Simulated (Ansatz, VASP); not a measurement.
## CrCuO2 in VASP and in Ansatz

File INCAR:

```
SYSTEM = CrCuO2
  PREC = Accurate
  ENCUT = 600
  EDIFF = 1E-6
  ISMEAR = -1
  SIGMA = 0.08
  LREAL = .FALSE.
  LASPH = .TRUE.
  NELM = 120
  ALGO = Normal
  ISIF = 2
  LWAVE = .FALSE.
  LCHARG = .TRUE.
  GGA = PS
  LELF = .TRUE.
  LVHAR = .TRUE.
  NBANDS = 26
  GGA_COMPAT = .FALSE.
```

KPOINTS

```
Automatic mesh
0
G
  11 11 11
  0 0 0
```

File POSCAR:

```
CrCuO2
1.0
    1.5439361962      0.8913919785      5.9194432761
   -1.5439361962      0.8913919785      5.9194432761
    0.0000000000     -1.7827839570      5.9194432761
Cr Cu O
1 1 2
Direct
    0.5000000000      0.5000000000      0.5000000000
    0.0000000000      0.0000000000      0.0000000000
    0.1079200000      0.1079200000      0.1079200000
    0.8920800000      0.8920800000      0.8920800000
```

Input for Ansatz:

```yaml
crystal:
  lattice:
    - [1.5439361962, 0.8913919785, 5.9194432761]
    - [-1.5439361962, 0.8913919785, 5.9194432761]
    - [0.0, -1.782783957, 5.9194432761]
  atoms:
    - { symbol: Cr, position: [0.5, 0.5, 0.5] }
    - { symbol: Cu, position: [0.0, 0.0, 0.0] }
    - { symbol: O, position: [0.10792, 0.10792, 0.10792] }
    - { symbol: O, position: [0.89208, 0.89208, 0.89208] }
kpoints:
  mp_grid: { grid: [11, 11, 11] }
scf:
  occupations: { method: fermi_dirac, width: 0.08 }
  lower_state_search: "off"
hamiltonian:
  xc: pbesol
  pseudopotentials: { kind: paw }
output:
  forces: true
  stress: true
  eigenvalues: true
```

Change from the starting cell: volume scaled by 1.12, no spin polarisation, PAW files.

Alike in both runs: task single point; functional PBEsol; k mesh 11 × 11 × 11; occupations fermi-dirac, width 0.08 eV; no spin polarisation.

```csv
,VASP,Ansatz
version,VASP 6.6.1,Ansatz 0.2.0
potentials or method,"VASP PAW PBE potentials, release 64 (Cr_pv, Cu, O)","PAW with Ansatz's default frozen-core files, scalar-relativistic"
plane-wave cutoff (eV),600,420
valence electrons in the cell,35,45
```

Ansatz gave:

* pressure (GPa): -24.9
* traceless stress, the component that is largest in VASP (GPa): 3.25
* rms of the force components (eV/Å): 0.036

Q: What did VASP give for the same quantities?

A: Pressure (GPa): -24.7; traceless stress, the component that is largest in VASP (GPa): 3.48; rms of the force components (eV/Å): 0.049.

VASP's potentials were made for PBE, not for PBEsol. Atom by atom the forces differ by 0.012 eV/Å (rms over components). The functional is the same, so the differences come from potentials, cutoffs and numerics. VASP's potentials hold 35 valence electrons a cell and Ansatz's 45, so a difference there can come from the potentials and not from the codes.
